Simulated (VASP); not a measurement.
Wanted: the native input for a VASP 6.6.1 run.

```
Task                   : single point
Functional             : PBE
Potentials or basis    : VASP PAW PBE potentials, release 64 (Cs_sv, As)
Cutoff                 : 520 eV
k mesh                 : 10 × 10 × 10
Occupations            : gaussian, width 0.1 eV
Spin                   : no spin polarisation
Dipole correction      : no
Further INCAR settings : ALGO = Normal; EDIFF = 1e-06; NBANDS = 20
```

The structure of CsAs3 lies in POSCAR:

```
CsAs3
1.0
    4.7133781124      0.0000000000      0.0000000000
    0.0000000000      4.7133781124      0.0000000000
    0.0000000000      0.0000000000      4.7133781124
Cs As
1 3
Direct
    0.0000000000      0.0000000000      0.0000000000
    0.0000000000      0.5000000000      0.5000000000
    0.5000000000      0.0000000000      0.5000000000
    0.5000000000      0.5000000000      0.0000000000
```

These files were run (other wordings do the same):

INCAR

```
PREC     = Accurate       # precision mode
ENCUT    = 520            # plane-wave cutoff, eV
EDIFF    = 1E-6           # SCF threshold, eV
ISMEAR   = 0              # smearing method
SIGMA    = 0.1            # smearing width, eV
LREAL    = F              # projectors in reciprocal space
LASPH    = T              # aspherical terms in the spheres
NELM     = 80             # most SCF steps
ALGO     = Normal         # electronic algorithm
ISIF     = 2              # what is computed and relaxed
LWAVE    = F              # write WAVECAR
LCHARG   = F              # write CHGCAR
GGA      = PE             # functional
NBANDS   = 20             # bands
```

KPOINTS

```
regular mesh
0
Gamma
  10 10 10
```

Potentials or basis: VASP PAW PBE potentials, release 64 (Cs_sv, As).

Command:

```sh
$ cat potpaw_PBE.64/Cs_sv/POTCAR potpaw_PBE.64/As/POTCAR > POTCAR
$ mpirun -np 1 vasp_std > vasp.out
```

It gave:

```yaml
Pressure: 0.1 GPa
Band_gap_on_the_k_mesh: zero (band 12 reaches 6.18 eV, above the bottom of band 13 at 3.18 eV)
```

Caveat: spin-orbit coupling is left out, which moves the levels of the heavy elements.

Run time: 3.9 min on 1 thread of AMD EPYC 7R13, with other jobs on the host, peak memory 0.24 GiB.
